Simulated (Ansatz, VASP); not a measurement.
## Two plane-wave programs on SiBi2Te5

```
Si Bi Te
1.0
     3.10701   -7.48617    0.00000
     3.10701    7.48617    0.00000
     0.00000    0.00000   12.59904
Si Bi Te
2 4 10
Direct
  0.78892 0.21108 0.75000
  0.21108 0.78892 0.25000
  0.17390 0.82610 0.56713
  0.17390 0.82610 0.93287
  0.82610 0.17390 0.06713
  0.82610 0.17390 0.43287
  0.97182 0.02818 0.62957
  0.97182 0.02818 0.87043
  0.66469 0.33531 0.90395
  0.66469 0.33531 0.59605
  0.02818 0.97182 0.12957
  0.02818 0.97182 0.37043
  0.33531 0.66469 0.40395
  0.33531 0.66469 0.09605
  0.69232 0.30768 0.25000
  0.30768 0.69232 0.75000
```

Alike in both runs: functional PBE; k mesh 4 × 4 × 2; occupations gaussian, width 0.2 eV; no spin polarisation.

Ansatz relaxed the structure, and its values are those at the end. VASP's run is a single point on that final structure, the one shown.

|  | VASP | Ansatz |
| --- | --- | --- |
| version | VASP 6.6.1 | Ansatz 0.2.0 |
| potentials or method | VASP PAW PBE potentials, release 64 (Si, Bi_d, Te), cutoff 520 eV | scalar-relativistic, plane waves, PAW |
| valence electrons in the cell | 128 | 228 |

|  | VASP | Ansatz | Ansatz less VASP |
| --- | --- | --- | --- |
| gap on the k mesh at the Fermi level (eV) | none | none | - |
| pressure (GPa) | -0.1 | 0.0 | +0.02 |
| rms of the force components (eV/Å) | 0.017 | 0.018 | +0.0007 |

A gap of «none» marks a metal or a gap that the smearing closes. The functional is the same, so the differences come from potentials, cutoffs and numerics. VASP's potentials hold 128 valence electrons a cell and Ansatz's 228, so a difference there can come from the potentials and not from the codes.

Spin-orbit coupling is off throughout.
